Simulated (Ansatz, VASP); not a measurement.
# Two plane-wave programs on TeO5

```
CELL_PARAMETERS angstrom
3.00765 0.00000 0.00000
0.00000 3.00765 0.00000
0.00000 0.00000 10.76646
ATOMIC_POSITIONS crystal
Te 0.50000 0.50000 0.00000
O 0.50000 0.50000 0.44333
O 0.50000 0.50000 0.55667
O 0.00000 0.00000 0.11279
O 0.00000 0.00000 0.88721
O 0.00000 0.00000 0.50000
```

Change from the starting cell: species swapped into the Hf5Pb type (P4/mmm, No. 123).

Alike in both runs: functional PBE; k mesh 12 × 12 × 4; occupations gaussian, width 0.1 eV; no spin polarisation.

Ansatz relaxed the structure, and its values are those at the end. VASP's run is a single point on that final structure, the one shown.

```csv
,VASP,Ansatz
version,VASP 6.6.1,Ansatz 0.2.0
potentials or method,"VASP PAW PBE potentials, release 64 (Te, O), cutoff 520 eV","scalar-relativistic, plane waves, PAW"
valence electrons in the cell,36,46
```

Ansatz gave:

```
gap on the k mesh at the Fermi level (eV) : none
pressure (GPa)                            : 0.0
rms of the force components (eV/Å)        : 0.000
```

Estimate VASP's values.

gap on the k mesh at the Fermi level (eV): none; pressure (GPa): 0.4; rms of the force components (eV/Å): 0.395.

A gap of «none» marks a metal or a gap that the smearing closes. The functional is the same, so the differences come from potentials, cutoffs and numerics. VASP's potentials hold 36 valence electrons a cell and Ansatz's 46, so a difference there can come from the potentials and not from the codes.

Neither program's run includes spin-orbit coupling. Noted on VASP's run: the standard files for N, O and F lose accuracy on very short bonds.
